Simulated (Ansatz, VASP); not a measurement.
# Two plane-wave programs on Hg

File INCAR:

```
SYSTEM = Hg
PREC = Accurate ; ENCUT = 520
EDIFF = 1E-6 ; ISMEAR = 0
SIGMA = 0.1 ; LREAL = .FALSE.
LASPH = .TRUE. ; NELM = 80
ALGO = Fast ; ISIF = 2
LWAVE = .FALSE. ; LCHARG = .FALSE.
GGA = PS ; NBANDS = 19
```

KPOINTS

```
Automatic mesh
0
G
  12 12 12
  0 0 0
```

Contents of POSCAR:

```
Hg
1.0
    3.7807521512      0.0000000000      0.0000000000
    0.0000000000      3.7807521512      0.0000000000
    0.0000000000      0.0000000000      3.3761867490
Hg
2
Direct
    0.0000000000      0.0000000000      0.0000000000
    0.5000000000      0.5000000000      0.5000000000
```

Input for Ansatz:

```yaml
crystal:
  lattice:
    - [3.7807521512, 0.0, 0.0]
    - [0.0, 3.7807521512, 0.0]
    - [0.0, 0.0, 3.376186749]
  atoms:
    - { symbol: Hg, position: [0.0, 0.0, 0.0] }
    - { symbol: Hg, position: [0.5, 0.5, 0.5] }
basis:
  ecutwfc: 420
kpoints:
  mp_grid: { grid: [12, 12, 12] }
hamiltonian:
  xc: pbesol
scf:
  occupations: { method: gaussian, width: 0.1 }
output:
  forces: true
  stress: true
  eigenvalues: true
```

Change from the starting cell: strain along c alone, the other axes held, atoms relaxed: +1.0 %.

Alike in both runs: task single point; functional PBEsol; k mesh 12 × 12 × 12; occupations gaussian, width 0.1 eV; no spin polarisation.

|  | VASP | Ansatz |
| --- | --- | --- |
| version | VASP 6.6.1 | Ansatz 0.2.0 |
| potentials or method | VASP PAW PBE potentials, release 64 (Hg), cutoff 520 eV | scalar-relativistic, plane waves, PAW |
| valence electrons in the cell | 24 | 40 |

```csv
,VASP,Ansatz,Ansatz less VASP
gap on the k mesh at the Fermi level (eV),none,none,-
pressure (GPa),-0.2,-0.5,-0.33
"traceless stress, the component that is largest in VASP (GPa)",-0.30,-0.31,-0.007
```

VASP's potentials were made for PBE, not for PBEsol. A gap of «none» marks a metal or a gap that the smearing closes. The functional is the same, so the differences come from potentials, cutoffs and numerics. VASP's potentials hold 24 valence electrons a cell and Ansatz's 40, so a difference there can come from the potentials and not from the codes.

Spin-orbit coupling is off throughout.
